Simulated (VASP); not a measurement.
A run of VASP 6.6.1:

The input INCAR:

```
SYSTEM = BAs
PREC = Accurate
ENCUT = 560
EDIFF = 1E-6
ISMEAR = 0
SIGMA = 0.02
LREAL = .False.
LASPH = .True.
NELM = 120
ALGO = Normal
ISIF = 2
LWAVE = .False.
LCHARG = .False.
GGA = PS
NBANDS = 16
GGA_COMPAT = .False.
```

File KPOINTS:

```
regular mesh
0
Gamma
  10 10 10
  0 0 0
```

POSCAR

```
BAs
1.0
    0.0000000000      2.2977250902      2.2977250902
    2.2977250902      0.0000000000      2.2977250902
    2.2977250902      2.2977250902      0.0000000000
B As
1 1
Direct
    0.0000000000      0.0000000000      0.0000000000
    0.2500000000      0.2500000000      0.2500000000
```

Potentials or basis: VASP PAW PBE potentials, release 64 (B, As_d).

Launch:

```console
$ cat potpaw_PBE.64/B/POTCAR potpaw_PBE.64/As_d/POTCAR > POTCAR
$ mpirun -np 1 vasp_std > vasp.out
```

Hardware: 1 thread of Intel(R) Xeon(R) Platinum 8259CL CPU @ 2.50GHz (Skylake/Cascade Lake) (shared host).

Estimate the wall time of this run.

Wall time 22 s on 1 thread of Intel(R) Xeon(R) Platinum 8259CL CPU @ 2.50GHz (Skylake/Cascade Lake), with other jobs on the host, peak memory 0.17 GiB. Counts: scf iterations 12, k points 47.
